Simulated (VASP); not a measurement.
Input of a VASP 6.6.1 run:

The input POSCAR:

```
P
1.0
    3.2884131033      0.0000000000      0.0000000000
    0.0000000000     34.8700057900      0.0000000000
    0.0000000000      0.0000000000      4.5873403583
P
4
Direct
    0.0000000000      0.9700352370      0.5897387270
    0.0000000000      0.0299647630      0.4102612730
    0.5000000000      0.0299647630      0.0897387270
    0.5000000000      0.9700352370      0.9102612730
```

INCAR.step1

```
  ALGO = Normal
  EDIFF = 1E-5
  ENCUT = 520
  GGA = PE
  ISIF = 2
  ISMEAR = 0
  LASPH = T
  LREAL = F
  LWAVE = T
  NBANDS = 18
  NELM = 80
  PREC = Accurate
  SIGMA = 0.01
```

Contents of INCAR.step2:

```
  ALGO = Normal
  EDIFF = 1E-6
  ENCUT = 520
  GGA = PE
  HFSCREEN = 0.2079
  ISIF = 2
  ISMEAR = 0
  ISTART = 1
  LASPH = T
  LCHARG = T
  LELF = T
  LHFCALC = T
  LREAL = F
  LVHAR = T
  LWAVE = F
  NBANDS = 18
  NELM = 80
  PREC = Accurate
  PRECFOCK = Normal
  SIGMA = 0.01
```

File KPOINTS:

```
k-points
0
Gamma
  4 1 4
```

Potentials or basis: VASP PAW PBE potentials, release 64 (P).

The run is started by

```sh
$ cat potpaw_PBE.64/P/POTCAR > POTCAR
$ cp INCAR.step1 INCAR
$ mpirun -np 1 vasp_std > vasp.out
$ cp INCAR.step2 INCAR
$ mpirun -np 1 vasp_std > vasp.out
```

Problem. Predict the largest force.

Solution. 0.194 eV/Å.

Problem. Estimate the band gap on the k mesh.

Solution. 1.57 eV.

Forces on the atoms (eV/Å):
```
P    0.000  0.190  0.038
P    0.000 -0.190 -0.038
P    0.000 -0.190  0.038
P    0.000  0.190 -0.038
```

Caveat: the k points lie up to 0.48 Å⁻¹ apart; there is no dipole correction, which matters where the two faces differ; the PAW data sets were made with another functional, which shifts forces and pressure a little.
